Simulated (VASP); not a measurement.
Set up this calculation in VASP 6.6.1, as the native input.

| Quantity | Value |
| --- | --- |
| Task | single point |
| Functional | PBEsol |
| Potentials or basis | VASP PAW PBE potentials, release 64 (Ta_pv, Si) |
| Cutoff | 520 eV |
| k mesh | 12 × 12 × 6 |
| Occupations | gaussian, width 0.15 eV |
| Spin | no spin polarisation |
| Dipole correction | no |
| Further INCAR settings | ALGO = Normal; EDIFF = 1e-06; NBANDS = 38 |

The structure of TaSi2 lies in POSCAR:

```
TaSi2
1.0
    4.9989025085      0.0000000000      0.0000000000
   -2.4994512542      4.3291765634      0.0000000000
    0.0000000000      0.0000000000      6.5557841497
Ta Si
3 6
Direct
    0.5000000000      0.0000000000      0.5000000000
    0.5000000000      0.5000000000      0.8333333333
    0.0000000000      0.5000000000      0.1666666667
    0.1592675430      0.3185350860      0.5000000000
    0.8407324570      0.1592675430      0.8333333333
    0.6814649140      0.8407324570      0.1666666667
    0.8407324570      0.6814649140      0.5000000000
    0.1592675430      0.8407324570      0.8333333333
    0.3185350860      0.1592675430      0.1666666667
```

This cell differs from its parent crystal: strain +0.050 along x and y, +0.000 along z.

The input as run:

INCAR

```
ALGO = Normal
EDIFF = 1E-6
ENCUT = 520
GGA = PS
ISIF = 2
ISMEAR = 0
LASPH = T
LCHARG = F
LREAL = F
LWAVE = F
NBANDS = 38
NELM = 60
PREC = Accurate
SIGMA = 0.15
```

KPOINTS

```
k-points
0
Gamma
  12 12 6
```

Potentials or basis: VASP PAW PBE potentials, release 64 (Ta_pv, Si).

Command:

```bash
$ cat potpaw_PBE.64/Ta_pv/POTCAR potpaw_PBE.64/Si/POTCAR > POTCAR
$ mpirun -np 1 vasp_std > vasp.out
```

It gave:

* Pressure: -14.0 GPa
* Largest force: 0.060 eV/Å
* Band gap on the k mesh: zero (an odd number of electrons rules out a gap without spin polarisation)

Caveat: the cell differs from its parent crystal (strain +0.050 along x and y, +0.000 along z); the stress differs along the axes, from -17 to -7 GPa; the PAW data sets were made with another functional, which shifts forces and pressure a little; spin-orbit coupling is left out, which moves the levels of the heavy elements.

Run time: 6.4 min on 1 thread of Intel Xeon 8259CL, on a shared host, peak memory 0.48 GiB.
